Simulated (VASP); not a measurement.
The system is MnHg.

```
Mn Hg
1.0
     3.31500    0.00000    0.00000
     0.00000    3.31500    0.00000
     0.00000    0.00000    3.31500
Mn Hg
1 1
Direct
  0.50000 0.50000 0.50000
  0.00000 0.00000 0.00000
```

Base run:

| Property | Result |
| --- | --- |
| Program | VASP 6.6.1 |
| Functional | PBE |
| Potentials or basis | VASP PAW PBE potentials, release 64 (Mn_pv, Hg) |
| Cutoff | 520 eV |
| k mesh | 10 × 10 × 10 |
| Occupations | fermi-dirac, width 0.1 eV |
| Spin | collinear spin, ferromagnetic start |
| Starting moments | [3.11, 0.0] μB |
| Fixed moment | 3.11 μB |

Its results: pressure -4.4 GPa; site moments Mn +3.26; Hg -0.13 μB.

Task: The run is repeated on the same cell with these changes: fixed moment from 3.11 μB to 2.33 μB; moments at the start from [3.11, 0.0] to [2.33, 0.0]. What comes out?

Result: Pressure -8.3 GPa; site moments Mn +2.53; Hg -0.12 μB.

Caveats: the total moment is fixed, so each spin has its own Fermi level.
